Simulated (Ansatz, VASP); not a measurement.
MgO: VASP beside Ansatz

File INCAR:

```
ALGO = Normal ; EDIFF = 1E-7
ENCUT = 520 ; GGA = CA
ISIF = 2 ; ISMEAR = 0
LASPH = T ; LCHARG = F
LREAL = F ; LWAVE = F
NBANDS = 11 ; NELM = 100
PREC = Accurate ; SIGMA = 0.01
```

The input KPOINTS:

```
k-points
0
Gamma
  6 6 6
```

The input POSCAR:

```
MgO
1.0
   -0.0103800000      2.1340300000      2.0785000000
    2.0860000000     -0.0171000000      2.0852200000
    2.0729500000      2.1276900000     -0.0040400000
Mg O
1 1
Direct
    0.9960300000      0.0476900000      0.9449100000
    0.5151634576      0.5618159294      0.4695225680
```

Input for Ansatz:

```yaml
crystal:
  lattice:
    - [-0.01038, 2.13403, 2.0785]
    - [2.086, -0.0171, 2.08522]
    - [2.07295, 2.12769, -0.00404]
  atoms:
    - { symbol: Mg, position: [0.99603, 0.04769, 0.94491] }
    - { symbol: O, position: [0.5151634575733778, 0.5618159293543608, 0.469522567961801] }
basis:
  ecutwfc: 540.0
  xc_grid: 2
kpoints:
  mp_grid:
    grid: [6, 6, 6]
hamiltonian:
  xc: lda
scf:
  convergence:
    dr2_threshold: 1.0e-09
  occupations:
    method: fixed
output:
  forces: true
  stress: true
```

Alike in both runs: task single point; functional LDA; k mesh 6 × 6 × 6; no spin polarisation.

|  | VASP | Ansatz |
| --- | --- | --- |
| version | VASP 6.6.1 | Ansatz 0.2.0 |
| potentials or method | VASP PAW LDA potentials, release 64 (Mg, O), cutoff 520 eV | plane waves, PAW |
| occupations | gaussian, width 0.01 eV | fixed |
| valence electrons in the cell | 8 | 16 |

Ansatz gave:

- pressure (GPa): -3.2
- traceless stress, the component that is largest in VASP (GPa): -2.75
- rms of the force components (eV/Å): 0.403

**Question.** Which values does VASP return?

**Answer.** Pressure (GPa): -4.9; traceless stress, the component that is largest in VASP (GPa): -2.76; rms of the force components (eV/Å): 0.414.

LDA's correlation is that of Perdew and Zunger in VASP and of Perdew and Wang (1992) in Ansatz. Atom by atom the forces differ by 0.012 eV/Å (rms over components). VASP's potentials hold 8 valence electrons a cell and Ansatz's 16, so a difference there can come from the potentials and not from the codes. Ansatz's warnings: stress scf threshold loose.

The k mesh is coarse, so the values compare programs but aren't converged.
